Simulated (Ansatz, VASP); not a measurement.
## Two plane-wave programs on GaSb

```xyz
2
Lattice="0.0000 3.0590 3.0590 2.9213 0.0000 3.0590 2.9213 3.0590 0.0000" Properties=species:S:1:pos:R:3 pbc="T T T"
Ga    0.0000    0.0000    0.0000
Sb    4.3820    4.5885    4.5885
```

Change from the starting cell: strain -0.0450 x Voigt [1, 0, 0, 0, 0, 0], atoms carried along.

Alike in both runs: task single point; functional r2SCAN; k mesh 10 × 10 × 10; occupations gaussian, width 0.05 eV; no spin polarisation.

|  | VASP | Ansatz |
| --- | --- | --- |
| version | VASP 6.6.1 | Ansatz 0.2.0 |
| potentials or method | VASP PAW PBE potentials, release 64 (Ga_d, Sb), cutoff 520 eV | scalar-relativistic, plane waves, PAW |
| valence electrons in the cell | 18 | 28 |

```csv
,VASP,Ansatz,Ansatz less VASP
gap on the k mesh at the Fermi level (eV),0.56,0.57,+0.015
least direct gap on the mesh (eV),0.61,0.62,+0.016
pressure (GPa),3.3,3.2,-0.12
"traceless stress, the component that is largest in VASP (GPa)",1.40,1.41,+0.006
```

VASP's potentials were made for PBE, not for r2SCAN. VASP's potentials hold 18 valence electrons a cell and Ansatz's 28, so a difference there can come from the potentials and not from the codes.

Spin-orbit coupling is off throughout.
